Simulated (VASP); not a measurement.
CdTe: relaxation of cell and atoms with PBE+D4

The system is CdTe.

```
CELL_PARAMETERS angstrom
0.00000 3.20500 3.20500
3.20500 0.00000 3.20500
3.20500 3.20500 0.00000
ATOMIC_POSITIONS crystal
Te 0.75000 0.75000 0.75000
Cd 0.00000 0.00000 0.00000
```

```json
{
  "Program": "VASP 6.6.1",
  "Task": "relaxation of cell and atoms",
  "Functional": "PBE",
  "Dispersion": "D4",
  "Potentials or basis": "VASP PAW PBE potentials, release 64 (Te, Cd)",
  "Cutoff": "600 eV",
  "k mesh": "7 × 7 × 7",
  "Occupations": "fermi-dirac, width 0.05 eV",
  "Spin": "no spin polarisation",
  "Dipole correction": "no",
  "Further INCAR settings": "ALGO = Normal; EDIFF = 1e-07; IBRION = 2; EDIFFG = -0.01; NSW = 60; ISIF = 3"
}
```

* Relaxed volume: 34.65 Å³/atom
* Relaxed cell: a = 4.610 Å, b = 4.610 Å, c = 4.610 Å, α = 60.00°, β = 60.00°, γ = 60.00°
* Space group after relaxing (to 0.05 Å): F-43m (No. 216)
* Energy gained by relaxing: 11.9 meV/atom
* Ionic steps: 3
* Pressure after relaxing: 0.0 GPa
* Band gap on the k mesh: 0.72 eV, direct
* Dispersion energy per atom: -0.349 eV

The path:
| step | energy change (eV) | largest force (eV/Å) | pressure (GPa) | volume (Å³) |
| --- | --- | --- | --- | --- |
| 1 | 0.0000 | 0.0000 | 2.32 | 65.84 |
| 2 | -0.0213 | 0.0000 | -0.66 | 70.50 |
| 3 | -0.0239 | 0.0000 | 0.01 | 69.29 |

Final structure:
```
Te Cd
1.0
     0.00000    3.26004    3.26004
     3.26004    0.00000    3.26004
     3.26004    3.26004    0.00000
Te Cd
1 1
Direct
  0.75000 0.75000 0.75000
  0.00000 0.00000 0.00000
```

Levels at points of the mesh, in eV from the valence-band top:
```
           k point  band 7  band 8  band 9  band 10  band 11  band 12
(0.00, 0.00, 0.00)    0.00    0.00    0.00     0.72     4.61     4.61
```

It took 36 s on 1 thread of Intel(R) Xeon(R) Platinum 8488C (Sapphire Rapids), on a shared host, peak memory 0.22 GiB.

Caveat: spin-orbit coupling is left out, which moves the levels of the heavy elements. PBE gaps usually lie below the measured ones, often by a third to a half.
